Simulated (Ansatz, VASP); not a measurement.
Two plane-wave programs on InO

```
In O
1.0
     3.45361    0.00000    0.00000
    -1.72681    2.99092    0.00000
     0.00000    0.00000   17.14727
In O
2 2
Direct
  0.66667 0.33333 0.59002
  0.66667 0.33333 0.40998
  0.00000 0.00000 0.63987
  0.00000 0.00000 0.36013
```

Change from the starting cell: strain +0.000 along x and y, +0.080 along z, atoms carried along.

Alike in both runs: task single point; functional r2SCAN; k mesh 12 × 12 × 2; occupations gaussian, width 0.05 eV; no spin polarisation.

```csv
,VASP,Ansatz
version,VASP 6.6.1,Ansatz 0.2.0
potentials or method,"VASP PAW PBE potentials, release 64 (In_d, O), cutoff 520 eV","scalar-relativistic, plane waves, PAW"
valence electrons in the cell,38,38
```

VASP gave:

| Quantity | Value |
| --- | --- |
| gap on the k mesh at the Fermi level (eV) | 0.36 |
| least direct gap on the mesh (eV) | 1.28 |
| rms of the force components (eV/Å) | 0.365 |

Question: What did Ansatz give for the same quantities?

Answer: gap on the k mesh at the Fermi level (eV): 0.36; least direct gap on the mesh (eV): 1.29; rms of the force components (eV/Å): 0.391.

VASP's potentials were made for PBE, not for r2SCAN. Atom by atom the forces differ by 0.034 eV/Å (rms over components).
